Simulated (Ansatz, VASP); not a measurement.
**One calculation of Hg, two programs**

```
CELL_PARAMETERS angstrom
0.00000 2.24517 2.24517
2.24517 0.00000 2.24517
2.24517 2.24517 0.00000
ATOMIC_POSITIONS crystal
Hg 0.00000 0.00000 0.00000
```

Alike in both runs: task single point; functional PBE; dispersion D3(BJ); k mesh 16 × 16 × 16; occupations gaussian, width 0.1 eV; no spin polarisation.

|  | VASP | Ansatz |
| --- | --- | --- |
| version | VASP 6.6.1 | Ansatz 0.2.0 |
| potentials or method | VASP PAW PBE potentials, release 64 (Hg), cutoff 520 eV | scalar-relativistic, plane waves, PAW |
| valence electrons in the cell | 12 | 20 |

|  | VASP | Ansatz | Ansatz less VASP |
| --- | --- | --- | --- |
| gap on the k mesh at the Fermi level (eV) | none | none | - |
| pressure (GPa) | 3.5 | 3.1 | -0.41 |

A gap of «none» marks a metal or a gap that the smearing closes. VASP's potentials hold 12 valence electrons a cell and Ansatz's 20, so a difference there can come from the potentials and not from the codes.

Neither program's run includes spin-orbit coupling.
